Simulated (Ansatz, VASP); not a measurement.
## Two plane-wave programs on MgBe2SO2

```
CELL_PARAMETERS angstrom
3.97039 0.00000 0.00000
0.00000 3.97039 0.00000
0.00000 0.00000 4.78175
ATOMIC_POSITIONS crystal
Mg 0.00000 0.00000 0.50000
Be 0.50000 0.50000 0.26126
Be 0.50000 0.50000 0.73874
S 0.00000 0.00000 0.00000
O 0.00000 0.50000 0.00000
O 0.50000 0.00000 0.00000
```

Change from the starting cell: species swapped into the LaAl2BRu2 type (P4/mmm, No. 123).

Alike in both runs: functional PBE; k mesh 10 × 10 × 8; occupations gaussian, width 0.1 eV; no spin polarisation.

Ansatz relaxed the structure, and its values are those at the end. VASP's run is a single point on that final structure, the one shown.

|  | VASP | Ansatz |
| --- | --- | --- |
| version | VASP 6.6.1 | Ansatz 0.2.0 |
| potentials or method | VASP PAW PBE potentials, release 64 (Mg, Be, S, O), cutoff 520 eV | scalar-relativistic, plane waves, PAW |
| valence electrons in the cell | 24 | 32 |

Ansatz gave:

| Property | Result |
| --- | --- |
| gap on the k mesh at the Fermi level (eV) | none |
| pressure (GPa) | 0.0 |
| rms of the force components (eV/Å) | 0.002 |

Task: Estimate VASP's values.

Result: gap on the k mesh at the Fermi level (eV): none; pressure (GPa): -0.2; rms of the force components (eV/Å): 0.004.

A gap of «none» marks a metal or a gap that the smearing closes. VASP's potentials hold 24 valence electrons a cell and Ansatz's 32, so a difference there can come from the potentials and not from the codes.
